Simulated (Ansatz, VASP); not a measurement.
## Ba in VASP and in Ansatz

Contents of INCAR:

```
PREC     = Accurate       # precision mode
ENCUT    = 520            # plane-wave cutoff, eV
EDIFF    = 1E-6           # SCF threshold, eV
ISMEAR   = 0              # smearing method
SIGMA    = 0.1            # smearing width, eV
LREAL    = F              # projectors in reciprocal space
LASPH    = T              # aspherical terms in the spheres
NELM     = 80             # most SCF steps
ALGO     = Fast           # electronic algorithm
ISIF     = 2              # what is computed and relaxed
LWAVE    = F              # write WAVECAR
LCHARG   = F              # write CHGCAR
GGA      = PE             # functional
NBANDS   = 11             # bands
```

File KPOINTS:

```
regular mesh
0
Gamma
  12 12 12
```

POSCAR

```
Ba
1.0
   -2.4671750000      2.4671750000      2.4671750000
    2.4671750000     -2.4671750000      2.4671750000
    2.4671750000      2.4671750000     -2.4671750000
Ba
1
Direct
    0.0000000000      0.0000000000      0.0000000000
```

Input for Ansatz:

```yaml
crystal:
  lattice:
    - [-2.467175, 2.467175, 2.467175]
    - [2.467175, -2.467175, 2.467175]
    - [2.467175, 2.467175, -2.467175]
  atoms:
    - { symbol: Ba, position: [0.0, 0.0, 0.0] }
basis:
  ecutwfc: 420
kpoints:
  mp_grid: { grid: [12, 12, 12] }
hamiltonian:
  xc: pbe
scf:
  occupations: { method: gaussian, width: 0.1 }
output:
  forces: true
  stress: true
  eigenvalues: true
  populations: true
```

Alike in both runs: task single point; functional PBE; k mesh 12 × 12 × 12; occupations gaussian, width 0.1 eV; no spin polarisation.

```csv
,VASP,Ansatz
version,VASP 6.6.1,Ansatz 0.2.0
potentials or method,"VASP PAW PBE potentials, release 64 (Ba_sv), cutoff 520 eV","scalar-relativistic, plane waves, PAW"
valence electrons in the cell,10,10
```

```csv
,VASP,Ansatz,Ansatz less VASP
gap on the k mesh at the Fermi level (eV),none,none,-
pressure (GPa),0.5,0.5,-0.06
```

A gap of «none» marks a metal or a gap that the smearing closes.

Neither program's run includes spin-orbit coupling.
